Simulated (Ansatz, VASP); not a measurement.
## Two plane-wave programs on B

Contents of INCAR:

```
SYSTEM = B
ALGO = Normal ; EDIFF = 1E-6
ENCUT = 500 ; GGA = PS
GGA_COMPAT = .False. ; ISIF = 2
ISMEAR = 0 ; LASPH = .True.
LCHARG = .True. ; LELF = .True.
LREAL = .False. ; LVHAR = .True.
LWAVE = .False. ; NBANDS = 8
NELM = 120 ; PREC = Accurate
SIGMA = 0.1
```

The input KPOINTS:

```
k-points
0
Gamma
  22 22 22
  0 0 0
```

Contents of POSCAR:

```
B
1.0
   -1.3241832100      1.3241832100      1.3241832100
    1.3241832100     -1.3241832100      1.3241832100
    1.3241832100      1.3241832100     -1.3241832100
B
1
Direct
    0.0000000000      0.0000000000      0.0000000000
```

Input for Ansatz:

```yaml
crystal:
  lattice:
    - [-1.32418321, 1.32418321, 1.32418321]
    - [1.32418321, -1.32418321, 1.32418321]
    - [1.32418321, 1.32418321, -1.32418321]
  atoms:
    - { symbol: B, position: [0.0, 0.0, 0.0] }
basis:
  ecutwfc: 420
kpoints:
  mp_grid: { grid: [22, 22, 22] }
hamiltonian:
  xc: pbesol
scf:
  occupations: { method: gaussian, width: 0.1 }
output:
  forces: true
  stress: true
  eigenvalues: true
```

Alike in both runs: task single point; functional PBEsol; k mesh 22 × 22 × 22; occupations gaussian, width 0.1 eV; no spin polarisation.

|  | VASP | Ansatz |
| --- | --- | --- |
| version | VASP 6.6.1 | Ansatz 0.2.0 |
| potentials or method | VASP PAW PBE potentials, release 64 (B), cutoff 500 eV | scalar-relativistic, plane waves, PAW |
| valence electrons in the cell | 3 | 3 |

```csv
,VASP,Ansatz,Ansatz less VASP
gap on the k mesh at the Fermi level (eV),none,none,-
pressure (GPa),-39.7,-39.7,+0.03
```

VASP's potentials were made for PBE, not for PBEsol. A gap of «none» marks a metal or a gap that the smearing closes. Both programs put the cell under strong tension, so it lies far from rest at this level.

Noted on VASP's run: the cell as given lies far from equilibrium.
